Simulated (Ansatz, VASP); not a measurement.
# C: VASP beside Ansatz

```
CELL_PARAMETERS angstrom
1.23319 0.71198 8.28261
-1.23319 0.71198 8.28261
0.00000 -1.42396 8.28261
ATOMIC_POSITIONS crystal
C 0.91283 0.91283 0.91283
C 0.24615 0.24615 0.24615
C 0.75385 0.75385 0.75385
C 0.08717 0.08717 0.08717
```

Alike in both runs: task single point; functional r2SCAN; k mesh 6 × 6 × 6; occupations fermi-dirac, width 0.1 eV; no spin polarisation.

|  | VASP | Ansatz |
| --- | --- | --- |
| version | VASP 6.6.1 | Ansatz 0.2.0 |
| potentials or method | VASP PAW PBE potentials, release 64 (C) | plane waves, PAW |
| plane-wave cutoff (eV) | 520 | 500 |
| valence electrons in the cell | 16 | 16 |

|  | VASP | Ansatz | Ansatz less VASP |
| --- | --- | --- | --- |
| pressure (GPa) | -2.3 | -2.9 | -0.54 |
| traceless stress, the component that is largest in VASP (GPa) | 1.18 | 1.81 | +0.628 |

VASP's potentials were made for PBE, not for r2SCAN. The functional is the same, so the differences come from potentials, cutoffs and numerics.

The k mesh is coarse, so the values compare programs but aren't converged.
